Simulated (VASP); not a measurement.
A run of VASP 6.6.1 is set up as follows.

File INCAR:

```
SYSTEM = Co
PREC = Accurate ; ENCUT = 520
EDIFF = 1E-6 ; ISMEAR = 0
SIGMA = 0.1 ; LREAL = .FALSE.
LASPH = .TRUE. ; NELM = 150
ALGO = Normal ; ISIF = 2
LWAVE = .FALSE. ; LCHARG = .TRUE.
ISPIN = 2 ; MAGMOM = 1.8 1.8
LORBIT = 11 ; LMAXMIX = 4
GGA = PS ; LELF = .TRUE.
LVHAR = .TRUE. ; NBANDS = 20
```

The input KPOINTS:

```
Automatic mesh
0
G
  24 24 14
  0 0 0
```

POSCAR

```
Co
1.0
    2.4687344552      0.0000000000      0.0000000000
   -1.2343672276      2.1379867534      0.0000000000
    0.0000000000      0.0000000000      3.8902018730
Co
2
Direct
    0.3333333252      0.6666666748      0.2500000000
    0.6666666748      0.3333333252      0.7500000000
```

Potentials or basis: VASP PAW PBE potentials, release 64 (Co).

Command:

```console
$ cat potpaw_PBE.64/Co/POTCAR > POTCAR
$ mpirun -np 1 vasp_std > vasp.out
```

Problem. What does it give for the net moment?

Solution. 3.11 μB per cell.

Problem. What does it give for the pressure?

Solution. 1.7 GPa.

Problem. What does it give for the site moments?

Solution. Co +1.56 μB.

Stress tensor (GPa, compression positive):
```
-1.10  0.00  0.00
 0.00 -1.10  0.00
 0.00  0.00  7.16
```

Caveat: the cell differs from its parent crystal (uniaxial strain along c: -2.0 %); the PAW data sets were made with another functional, which shifts forces and pressure a little.
